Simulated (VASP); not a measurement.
A run of VASP 6.6.1 is set up as follows.

INCAR

```
PREC = Accurate
ENCUT = 520
EDIFF = 1E-7
ISMEAR = 0
SIGMA = 0.1
LREAL = False
LASPH = True
NELM = 100
ALGO = Normal
ISIF = 2
LWAVE = False
LCHARG = False
GGA = PE
NBANDS = 38
```

File KPOINTS:

```
Automatic mesh
0
Gamma
  2 2 4
```

File POSCAR:

```
Rb4ZnSb2
1.0
    7.5139037600      0.0000000000      0.0000000000
    0.0000000000      7.5139037600      0.0000000000
    0.0000000000      0.0000000000      4.3759950100
Rb Zn Sb
4 1 2
Direct
    0.2300000000      0.2300000000      0.0000000000
    0.7700000000      0.2300000000      0.0000000000
    0.7700000000      0.7700000000      0.0000000000
    0.2300000000      0.7700000000      0.0000000000
    0.0000000000      0.0000000000      0.0000000000
    0.0000000000      0.5000000000      0.5000000000
    0.5000000000      0.0000000000      0.5000000000
```

Potentials or basis: VASP PAW PBE potentials, release 64 (Rb_sv, Zn, Sb).

Command:

```console
$ cat potpaw_PBE.64/Rb_sv/POTCAR potpaw_PBE.64/Zn/POTCAR potpaw_PBE.64/Sb/POTCAR > POTCAR
$ mpirun -np 1 vasp_std > vasp.out
```

(1) Estimate the pressure.

(2) What does it give for the band gap on the k mesh?

Answers

(1) 11.6 GPa.

(2) zero (band 29 reaches 2.71 eV, above the bottom of band 30 at 1.85 eV).

Caveat: the k points lie up to 0.42 Å⁻¹ apart; spin-orbit coupling is left out, which moves the levels of the heavy elements; forces of over 1 eV/Å act on the atoms, so gaps and moduli don't describe the material at rest.
